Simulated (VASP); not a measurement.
Set up this calculation in VASP 6.6.1, as the native input.

```yaml
Task: single point
Functional: LDA
Potentials_or_basis: VASP PAW LDA potentials, release 64 (Li_sv)
Cutoff: 520 eV
k_mesh: 22 × 22 × 22
Occupations: gaussian, width 0.15 eV
Spin: no spin polarisation
Dipole_correction: no
Further_INCAR_settings: ALGO = Normal; EDIFF = 1e-06; NBANDS = 8
```

The structure of Li lies in POSCAR:

```
Li
1.0
   -1.6601922936      1.7511617343      1.7511617343
    1.7511617343     -1.6601922936      1.7511617343
    1.7511617343      1.7511617343     -1.6601922936
Li
1
Direct
    0.0000000000      0.0000000000      0.0000000000
```

This cell differs from its parent crystal: ratio of the length along [111] to the lengths across it x 1.08, volume and fractional coordinates fixed.

One way to write it, as run:

INCAR

```
SYSTEM = Li
PREC     = Accurate       ! precision mode
ENCUT    = 520            ! plane-wave cutoff, eV
EDIFF    = 1E-6           ! SCF threshold, eV
ISMEAR   = 0              ! smearing method
SIGMA    = 0.15           ! smearing width, eV
LREAL    = .False.        ! projectors in reciprocal space
LASPH    = .True.         ! aspherical terms in the spheres
NELM     = 100            ! most SCF steps
ALGO     = Normal         ! electronic algorithm
ISIF     = 2              ! what is computed and relaxed
LWAVE    = .False.        ! write WAVECAR
LCHARG   = .False.        ! write CHGCAR
NBANDS   = 8              ! bands
```

KPOINTS

```
Automatic mesh
0
Gamma
  22 22 22
  0 0 0
```

Potentials or basis: VASP PAW LDA potentials, release 64 (Li_sv).

Launch:

```sh
$ cat potpaw_LDA.64/Li_sv/POTCAR > POTCAR
$ mpirun -np 1 vasp_std > vasp.out
```

It took 34 s on 1 thread of Intel(R) Xeon(R) 6975P-C (Granite Rapids), with other jobs on the host, peak memory 0.23 GiB.
